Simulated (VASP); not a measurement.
The system is CuI.

```
CELL_PARAMETERS angstrom
3.73317 -3.71109 0.00000
3.73317 3.71109 0.00000
0.00000 0.00000 4.30700
ATOMIC_POSITIONS crystal
Cu 0.42044 0.57956 0.75000
Cu 0.57956 0.42044 0.25000
I 0.77004 0.22996 0.75000
I 0.22996 0.77004 0.25000
```

* Program: VASP 6.6.1
* Task: relaxation of cell and atoms
* Functional: PBEsol
* Dispersion: D3(BJ)
* Potentials or basis: VASP PAW PBE potentials, release 64 (Cu, I)
* Cutoff: 600 eV
* k mesh: 4 × 4 × 4
* Occupations: gaussian, width 0.01 eV
* Spin: no spin polarisation

At the start: pressure -2.7 GPa; volume 29.83 Å³/atom.

Question: How do energy, volume and symmetry change on relaxing?

Answer: Over 21 steps the energy falls by 76.8 meV/atom and the volume is 22.44 Å³/atom (-24.8 %); space group Cmcm (No. 63, to 0.1 Å) before and after.

The path:
| step | energy change (eV) | largest force (eV/Å) | pressure (GPa) | volume (Å³) |
| --- | --- | --- | --- | --- |
| 1 | 0.0000 | 0.1385 | -2.75 | 119.34 |
| 2 | -0.0446 | 0.7143 | 1.02 | 110.72 |
| 3 | -0.0568 | 0.4224 | -0.31 | 113.32 |
| 4 | -0.0976 | 0.3669 | -0.28 | 110.25 |
| 5 | -0.1909 | 0.2520 | 0.22 | 101.25 |
| 6 | -0.0979 | 0.2893 | 5.00 | 84.15 |
| 7 | -0.2138 | 0.2438 | 0.86 | 96.75 |
| 8 | -0.2546 | 0.0456 | -0.34 | 95.97 |
| 9 | -0.2725 | 0.1345 | -1.42 | 95.08 |
| 10 | -0.3015 | 0.0362 | -0.38 | 92.04 |
| 11 | -0.3043 | 0.1070 | 0.09 | 90.90 |
| 12 | -0.3043 | 0.1139 | 0.15 | 90.79 |
| 13 | -0.3060 | 0.0626 | 0.02 | 90.40 |
| 14 | -0.3065 | 0.0422 | -0.13 | 89.92 |
| 15 | -0.3065 | 0.0456 | -0.09 | 90.00 |
| 16 | -0.3071 | 0.0238 | 0.03 | 89.78 |
| 17 | -0.3071 | 0.0186 | 0.01 | 89.73 |
| 18 | -0.3071 | 0.0082 | 0.04 | 89.63 |
| 19 | -0.3071 | 0.0140 | 0.04 | 89.68 |
| 20 | -0.3071 | 0.0147 | 0.03 | 89.69 |
| 21 | -0.3072 | 0.0085 | -0.01 | 89.75 |

Final structure:
```cif
data_structure
_symmetry_space_group_name_H-M 'P 1'
_symmetry_Int_Tables_number 1
_cell_length_a 4.5345
_cell_length_b 4.5345
_cell_length_c 4.3854
_cell_angle_alpha 90.000
_cell_angle_beta 90.000
_cell_angle_gamma 95.534
_cell_volume 89.75
loop_
_atom_site_label
_atom_site_type_symbol
_atom_site_fract_x
_atom_site_fract_y
_atom_site_fract_z
_atom_site_occupancy
Cu1 Cu 0.41077 0.58923 0.75000 1
Cu2 Cu 0.58923 0.41077 0.25000 1
I1 I 0.79366 0.20634 0.75000 1
I2 I 0.20634 0.79366 0.25000 1
```

Caveat: the volume moved by over 15 % at a fixed basis, so the end points are rough; the PAW data sets were made with another functional, which shifts forces and pressure a little.
